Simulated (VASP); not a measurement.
Input of a VASP 6.6.1 run:

POSCAR

```
Ni
1.0
   -1.0154053308      1.0154053308      1.0154053308
    1.0154053308     -1.0154053308      1.0154053308
    1.0154053308      1.0154053308     -1.0154053308
Ni
1
Direct
    0.0000000000      0.0000000000      0.0000000000
```

Contents of INCAR.step1:

```
PREC = Accurate
ENCUT = 520
EDIFF = 1E-6
ISMEAR = -1
SIGMA = 0.08
LREAL = F
LASPH = T
NELM = 150
ALGO = Normal
ISIF = 2
LWAVE = F
LCHARG = T
ISPIN = 2
MAGMOM = 1
LMAXMIX = 4
GGA = PS
NBANDS = 15
```

Contents of KPOINTS.step1:

```
regular mesh
0
Gamma
  21 21 21
```

INCAR.step2

```
PREC = Accurate
ENCUT = 520
EDIFF = 1E-6
ISMEAR = -5
SIGMA = 0.08
LREAL = F
LASPH = T
NELM = 150
ALGO = Normal
ISIF = 2
LWAVE = F
LCHARG = F
ISPIN = 2
MAGMOM = 1
LORBIT = 11
LMAXMIX = 4
GGA = PS
NEDOS = 2001
ICHARG = 11
```

KPOINTS.step2

```
regular mesh
0
Gamma
  32 32 32
```

Potentials or basis: VASP PAW PBE potentials, release 64 (Ni).

Command:

```bash
$ cat potpaw_PBE.64/Ni/POTCAR > POTCAR
$ cp INCAR.step1 INCAR
$ cp KPOINTS.step1 KPOINTS
$ mpirun -np 1 vasp_std > vasp.out
$ cp INCAR.step2 INCAR
$ cp KPOINTS.step2 KPOINTS
$ mpirun -np 1 vasp_std > vasp.out
```

Q: What does it give for the net moment?

A: 0.00 μB per cell.
